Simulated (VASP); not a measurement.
# CdF2 (I4/mmm) in VASP: a series of runs

Runs on CdF2. Level: PBEsol. Tasks: single point.

Everything below comes from runs of VASP 6.6.1. Logs are shortened: lines on timing, memory, paths and dates and some standing lists are left out, and cuts for length are marked.

### 1 The cell of the first run

Symmetry: I4/mmm, No. 139, tetragonal system. Conventional cell: a = 3.756 Å, b = 3.756 Å, c = 5.755 Å, α = 90.00°, β = 90.00°, γ = 90.00°. Within 3.1 Å of Cd (site symmetry 4/mmm) lie 8 F at 2.37 Å. Within 3.1 Å of F (site symmetry -4m2) lie 4 Cd at 2.37 Å and 6 F at 2.66 to 2.88 Å.

### 2 Single point, PBEsol (13.53 Å³/atom)

INCAR reads:

```
PREC = Accurate ; ENCUT = 520
EDIFF = 1E-7 ; ISMEAR = 0
SIGMA = 0.05 ; LREAL = False
LASPH = True ; NELM = 60
ALGO = Normal ; ISIF = 2
LWAVE = False ; LCHARG = False
GGA = PS ; NBANDS = 20
```

KPOINTS reads:

```
Automatic mesh
0
Gamma
  8 8 8
```

POSCAR reads:

```
CdF2
1.0
    0.0000000000      2.6555507839      2.8772892744
    2.6555507839      0.0000000000      2.8772892744
    2.6555507839      2.6555507839      0.0000000000
Cd F
1 2
Direct
    0.0000000000      0.0000000000      0.0000000000
    0.2500000000      0.2500000000      0.2500000000
    0.7500000000      0.7500000000      0.7500000000
```

Potentials or basis: VASP PAW PBE potentials, release 64 (Cd, F).

Run with:

```bash
$ cat potpaw_PBE.64/Cd/POTCAR potpaw_PBE.64/F/POTCAR > POTCAR
$ mpirun -np 1 vasp_std > vasp.out
```

OUTCAR:

```text
PREC = Accurate
   ENCUT = 520
   EDIFF = 1E-7
   ISMEAR = 0
   LREAL = False
   LASPH = True
   NELM = 60
   ISIF = 2
   GGA = PS

 ion  position               nearest neighbor table
   1  0.000  0.000  0.000-   3 2.37   3 2.37   3 2.37   2 2.37   3 2.37   2 2.37   2 2.37   2 2.37

   2  0.250  0.250  0.250-   1 2.37   1 2.37   1 2.37   1 2.37
   3  0.750  0.750  0.750-   1 2.37   1 2.37   1 2.37   1 2.37

  LATTYP: Found a body centered tetragonal cell.
 ALAT       =     3.7555159342
 C/A-ratio  =     1.5323003949

  Lattice vectors:

 A1 = (  -2.6555507839,   0.0000000000,   2.8772892744)
 A2 = (   2.6555507839,   0.0000000000,   2.8772892744)
 A3 = (   0.0000000000,   2.6555507839,  -2.8772892744)

Analysis of symmetry for initial positions (statically):
=====================================================================
 Subroutine PRICEL returns:
 Original cell was already a primitive cell.

 Routine SETGRP: Setting up the symmetry group for a
 body centered tetragonal supercell.

 Subroutine GETGRP returns: Found 16 space group operations
 (whereof 16 operations were pure point group operations)
 out of a pool of 16 trial point group operations.

The static configuration has the point symmetry D_4h.

Analysis of symmetry for dynamics (positions and initial velocities):
=====================================================================
 Subroutine PRICEL returns:
 Original cell was already a primitive cell.

 Routine SETGRP: Setting up the symmetry group for a
 body centered tetragonal supercell.

 Subroutine GETGRP returns: Found 16 space group operations
 (whereof 16 operations were pure point group operations)
 out of a pool of 16 trial point group operations.

The dynamic configuration has the point symmetry D_4h.

 Subroutine INISYM returns: Found 16 space group operations
 (whereof 16 operations are pure point group operations),
 and found     1 'primitive' translations

----------------------------------------------------------------------------------------

                                     Primitive cell

  volume of cell :      40.5810

  direct lattice vectors                    reciprocal lattice vectors
     0.000000000  2.655550784  2.877289274    -0.188284857  0.188284857  0.173774672
     2.655550784  0.000000000  2.877289274     0.188284857 -0.188284857  0.173774672
     2.655550784  2.655550784  0.000000000     0.188284857  0.188284857 -0.173774672

  length of vectors
     3.915449340  3.915449340  3.755515934     0.317962280  0.317962280  0.317962280

  position of ions in fractional coordinates (direct lattice)
     0.000000000  0.000000000  0.000000000
     0.250000000  0.250000000  0.250000000
     0.750000000  0.750000000  0.750000000

  ion indices of the primitive-cell ions
   primitive index   ion index
                 1           1
                 2           2
                 3           3

----------------------------------------------------------------------------------------

 KPOINTS: Automatic mesh

Automatic generation of k-mesh.
 Grid dimensions read from file:
 generate k-points for:    8    8    8

 Generating k-lattice:

  Cartesian coordinates                     Fractional coordinates (reciprocal lattice)
    -0.023535607  0.023535607  0.021721834     0.125000000 -0.000000000  0.000000000
     0.023535607 -0.023535607  0.021721834    -0.000000000  0.125000000  0.000000000
     0.023535607  0.023535607 -0.021721834     0.000000000  0.000000000  0.125000000

  Length of vectors
     0.039745285  0.039745285  0.039745285

  Shift w.r.t. Gamma in fractional coordinates (k-lattice)
     0.000000000  0.000000000  0.000000000

 Subroutine IBZKPT returns following result:
 ===========================================

 Found     59 irreducible k-points:

 Following reciprocal coordinates:
            Coordinates               Weight
  0.000000  0.000000  0.000000      1.000000
  0.125000  0.000000  0.000000      8.000000
  0.250000  0.000000  0.000000      8.000000
  0.375000  0.000000  0.000000      8.000000
  0.500000  0.000000  0.000000      4.000000
  0.125000  0.125000  0.000000      2.000000
[... 16 lines left out ...]
  0.250000  0.000000  0.125000     16.000000
  0.375000  0.000000  0.125000     16.000000
 [... further k-points ...]
   k-points           NKPTS =     59   k-points in BZ     NKDIM =     59   number of bands    NBANDS=     20
   number of dos      NEDOS =    301   number of ions     NIONS =      3
   total plane-waves  NPLWV =  25200
   dimension x,y,z NGX =    30 NGY =   30 NGZ =   28
   dimension x,y,z NGXF=    60 NGYF=   60 NGZF=   56
   ions per type =               1   2
   NGX,Y,Z   is equivalent  to a cutoff of  12.74, 12.74, 12.39 a.u.
   NGXF,Y,Z  is equivalent  to a cutoff of  25.48, 25.48, 24.79 a.u.
 SYSTEM =  unknown system
   PREC   = accura    normal or accurate (medium, high low for compatibility)
   ISTART =      0    job   : 0-new  1-cont  2-samecut
   ICHARG =      2    charge: 1-file 2-atom 10-const
   ISPIN  =      1    spin polarized calculation?
   LNONCOLLINEAR =      F non collinear calculations
   LSORBIT =      F    spin-orbit coupling
   LASPH  =      T    aspherical Exc in radial PAW
   ENCUT  =  520.0 eV  38.22 Ry    6.18 a.u.   7.28  7.28  6.98*2*pi/ulx,y,z
   NELM   =     60;   NELMIN=  2; NELMDL= -5     # of ELM steps
   EDIFF  = 0.1E-06   stopping-criterion for ELM
   LREAL  =      F    real-space projection
   EDIFFG = 0.1E-05   stopping-criterion for IOM
   NSW    =      0    number of steps for IOM
   IBRION =     -1    ionic relax: 0-MD 1-quasi-New 2-CG
   NFREE  =      0    steps in history (QN), initial steepest desc. (CG)
   ISIF   =      2    stress and relaxation
   ISYM   =      2    0-nonsym 1-usesym 2-fastsym
   POTIM  = 0.5000    time-step for ionic-motion
   TEBEG  =    0.0;   TEEND  =   0.0 temperature during run
   PSTRESS=    0.0 pullay stress
   NELECT =      26.0000    total number of electrons
   NUPDOWN=      -1.0000    fix difference up-down
   EMIN   =  10.00;   EMAX   =-10.00  energy-range for DOS
   EFERMI =   0.00;   METHOD = LEGACY
   ISMEAR =     0;   SIGMA  =   0.05  broadening in eV -4-tet -1-fermi 0-gaus
   EFERMI_NEDOS =   21; number of points for ismear=-14 and -15
   IALGO  =     38    algorithm
   IMIX   =      4    mixing-type and parameters
     AMIX     =   0.40;   BMIX     =  1.00
     AMIX_MAG =   1.60;   BMIX_MAG =  1.00
  volume/ion in A,a.u.               =      13.53        91.28
  Fermi-wavevector in a.u.,A,eV,Ry     =   1.411318  2.667005 27.100355  1.991820
  Thomas-Fermi vector in A             =   2.533182
   LORBIT       =      0    0 simple, 1 ext, 2 COOP (PROOUT), +10 PAW based schemes
   GGA     = PS    functional components
   LHFCALC =     F    Hartree Fock is set to
   AEXX    =    0.0000 exact exchange contribution
   IVDW    =     0    specifies the selected vdW correction
   LEPSILON=     F    determine dielectric tensor
   LRPA    =     F    only Hartree local field effects (RPA)
 non-spin polarized calculation
 Gauss-broadening in eV      SIGMA  =   0.05
  energy-cutoff  :      520.00
  volume of cell :       40.58
 maximum number of plane-waves:      1103
 NGX is ok and might be reduce to    30
   NGX = 15   NGY = 15   NGZ = 13

 number of electron      25.9999991 magnetization

 Free energy of the ion-electron system (eV)
  ---------------------------------------------------
  ext. energy  EPLUGINS =         0.00000000
  ---------------------------------------------------
  free energy    TOTEN  =       -11.52505188 eV

  energy without entropy =      -11.52505188  energy(sigma->0) =      -11.52505188

 E-fermi :  -1.3755     XC(G=0): -10.5073

 val. band max:       -1.6079613947   @ k =  -0.2500   0.2500   0.5000
 cond. band min:       1.0071137334   @ k =   0.0000   0.0000   0.0000
 fundamental gap:      2.6150751281
 Fermi energy:        -1.3754765027

 k-point     1 :       0.0000    0.0000    0.0000
  band No.  band energies     occupation
      1     -22.2112      2.00000
      2     -21.1494      2.00000
      3      -7.2618      2.00000
      4      -7.2052      2.00000
      5      -7.2052      2.00000
      6      -6.1773      2.00000
[... 12 lines left out ...]
     19      16.8912      0.00000
     20      18.6179      0.00000

 k-point     2 :       0.1250    0.0000    0.0000
  band No.  band energies     occupation
      1     -22.1639      2.00000
      2     -21.1919      2.00000
      3      -7.1975      2.00000
      4      -7.1479      2.00000
      5      -7.0697      2.00000
      6      -6.1884      2.00000
[... 12 lines left out ...]
     19      16.5414      0.00000
     20      18.1456      0.00000

 k-point     3 :       0.2500    0.0000    0.0000
  band No.  band energies     occupation
      1     -22.0350      2.00000
      2     -21.3065      2.00000
      3      -7.0837      2.00000
      4      -7.0134      2.00000
      5      -6.6747      2.00000
      6      -6.1869      2.00000
[... 12 lines left out ...]
     19      17.2057      0.00000
     20      17.3476      0.00000

 k-point     4 :       0.3750    0.0000    0.0000
  band No.  band energies     occupation
      1     -21.8568      2.00000
      2     -21.4680      2.00000
      3      -7.0019      2.00000
      4      -6.8985      2.00000
      5      -6.1877      2.00000
      6      -6.1585      2.00000
[... 429 lines left out ...]
 k-point    23 :       0.2500    0.0000    0.1250
  band No.  band energies     occupation
      1     -22.0370      2.00000
      2     -21.3046      2.00000
      3      -7.0513      2.00000
      4      -7.0281      2.00000
      5      -6.7134      2.00000
      6      -6.2966      2.00000
[... 12 lines left out ...]
     19      17.2643      0.00000
     20      18.7541      0.00000

 k-point    24 :       0.3750    0.0000    0.1250
  band No.  band energies     occupation
      1     -21.8774      2.00000
      2     -21.4454      2.00000
      3      -6.9458      2.00000
      4      -6.8872      2.00000
      5      -6.3076      2.00000
      6      -6.2886      2.00000
[... 12 lines left out ...]
     19      16.6979      0.00000
     20      18.8033      0.00000

 [... further k-points ...]

------------------------ aborting loop because EDIFF is reached ----------------------------------------

  FORCE on cell =-STRESS in cart. coord.  units (eV):
  Direction    XX          YY          ZZ          XY          YZ          ZX
  --------------------------------------------------------------------------------------
  -------------------------------------------------------------------------------------
  Total       -0.1208239     -0.1208239     -2.2941744      0.0000000      0.0000000      0.0000000
  in kB       -4.7702446     -4.7702446    -90.5762371      0.0000000      0.0000000      0.0000000
  external PRESSURE =     -33.3722421 kB  Pullay stress =       0.0000000 kB

 VOLUME and BASIS-vectors are now :
 -----------------------------------------------------------------------------
  energy-cutoff  :      520.00
  volume of cell :       40.58
      direct lattice vectors                 reciprocal lattice vectors
     0.000000000  2.655550784  2.877289274    -0.188284857  0.188284857  0.173774672
     2.655550784  0.000000000  2.877289274     0.188284857 -0.188284857  0.173774672
     2.655550784  2.655550784  0.000000000     0.188284857  0.188284857 -0.173774672

 POSITION                                       TOTAL-FORCE (eV/Angst)
 -----------------------------------------------------------------------------------
      0.00000      0.00000      0.00000         0.000000      0.000000     -0.000000
      1.32778      1.32778      1.43864        -0.000000     -0.000000     -0.000000
      3.98333      3.98333      4.31593         0.000000      0.000000      0.000000
 -----------------------------------------------------------------------------------
    total drift:                                0.000000     -0.000000      0.000000

  FREE ENERGIE OF THE ION-ELECTRON SYSTEM (eV)
  ---------------------------------------------------
  free  energy   TOTEN  =       -11.5250518790 eV

  energy  without entropy=      -11.5250518790  energy(sigma->0) =      -11.52505188
```

It took 28 s on 1 thread of Intel Xeon Platinum 8488C (Sapphire Rapids), shared host; peak memory 0.19 GiB.

What came out:

| Property | Result |
| --- | --- |
| Free energy | -11.5251 eV |
| Pressure | -3.3 GPa |
| Band gap on the k mesh | 2.62 eV (least direct gap 3.13 eV) |

Caveat: the cell stands under tension; the PAW data sets were made with another functional, which shifts forces and pressure a little.

### 3 Single point, PBEsol (10.93 Å³/atom)

This run uses another cell than the first one, of 10.93 Å³/atom.

INCAR reads:

```
ALGO = Normal ; EDIFF = 1E-6
ENCUT = 520 ; GGA = PS
ISIF = 2 ; ISMEAR = 0
LASPH = T ; LCHARG = F
LREAL = F ; LWAVE = F
NBANDS = 20 ; NELM = 100
PREC = Accurate ; SIGMA = 0.05
```

KPOINTS reads:

```
k-points
0
Gamma
  8 8 8
```

POSCAR reads:

```
CdF2
1.0
    0.0000000000      2.4730971665      2.6796007799
    2.4730971665      0.0000000000      2.6796007799
    2.4730971665      2.4730971665      0.0000000000
Cd F
1 2
Direct
    0.0000000000      0.0000000000      0.0000000000
    0.2500000000      0.2500000000      0.2500000000
    0.7500000000      0.7500000000      0.7500000000
```

Potentials or basis: VASP PAW PBE potentials, release 64 (Cd, F).

Run with:

```bash
$ cat potpaw_PBE.64/Cd/POTCAR potpaw_PBE.64/F/POTCAR > POTCAR
$ mpirun -np 1 vasp_std > vasp.out
```

Run time: 57 s. Hardware: 1 thread of Intel Xeon 8259CL, shared host; peak memory 0.18 GiB.

Results (log left out):

- Free energy: -11.0013 eV
- Pressure: 30.7 GPa
- Band gap on the k mesh: 3.39 eV (least direct gap 3.51 eV)

Stress tensor (GPa, compression positive):
```
33.68  0.00  0.00
 0.00 33.68  0.00
 0.00  0.00 24.64
```

Levels at points of the mesh, in eV from the valence-band top:
| k point | band 10 | band 11 | band 12 | band 13 | band 14 | band 15 | band 16 | band 17 |
| --- | --- | --- | --- | --- | --- | --- | --- | --- |
| (0.00, 0.00, 0.00) | -1.29 | -0.38 | -0.38 | -0.12 | 3.39 | 13.16 | 13.16 | 13.28 |
| (0.50, 0.00, 0.00) | -2.80 | -2.59 | -0.30 | -0.29 | 8.31 | 9.26 | 15.51 | 16.20 |
| (0.50, 0.50, 0.00) | -3.52 | -1.31 | -0.09 | -0.09 | 9.24 | 10.61 | 11.95 | 15.88 |
| (0.50, 0.00, 0.50) | -3.20 | -0.75 | -0.23 | -0.08 | 9.12 | 10.19 | 12.00 | 14.90 |

Caveat: the cell stands under pressure; the PAW data sets were made with another functional, which shifts forces and pressure a little. PBEsol gaps usually lie below the measured ones, often by a third to a half.
